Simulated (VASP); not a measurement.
BaTiO3, 5 atoms in the cell. Symmetry: R3m, No. 160, trigonal system. Conventional cell: a = 5.729 Å, b = 5.729 Å, c = 7.077 Å, α = 90.00°, β = 90.00°, γ = 120.00°. Within 3.7 Å of Ba (site symmetry 3m) lie 12 O at 2.79 to 2.98 Å and 8 Ti at 3.43 to 3.64 Å. Ti (site symmetry 3m) has 6 O at 1.86 to 2.22 Å within 2.5 Å. Within 2.5 Å of O (site symmetry m) lie 2 Ti at 1.86 to 2.22 Å. 

* Program: VASP 6.6.1
* Task: single point
* Functional: r2SCAN
* Potentials or basis: VASP PAW PBE potentials, release 64 (Ba_sv, Ti_sv, O)
* Cutoff: 520 eV
* k mesh: 6 × 6 × 6
* Occupations: gaussian, width 0.02 eV
* Spin: no spin polarisation
* Dipole correction: no
* Further INCAR settings: ALGO = Normal; EDIFF = 1e-07; NBANDS = 28

Potentials or basis: VASP PAW PBE potentials, release 64 (Ba_sv, Ti_sv, O).

Command:

```console
$ cat potpaw_PBE.64/Ba_sv/POTCAR potpaw_PBE.64/Ti_sv/POTCAR potpaw_PBE.64/O/POTCAR > POTCAR
$ cp INCAR.step1 INCAR
$ mpirun -np 1 vasp_std > vasp.out
$ cp INCAR.step2 INCAR
$ mpirun -np 1 vasp_std > vasp.out
```

Hardware: 1 thread of Intel Xeon 8259CL (shared host).

Question: How long does it take, and how much memory?

Answer: It took 5 min on 1 thread of Intel Xeon 8259CL, with other jobs on the host, peak memory 0.21 GiB. Counts: k points 32.
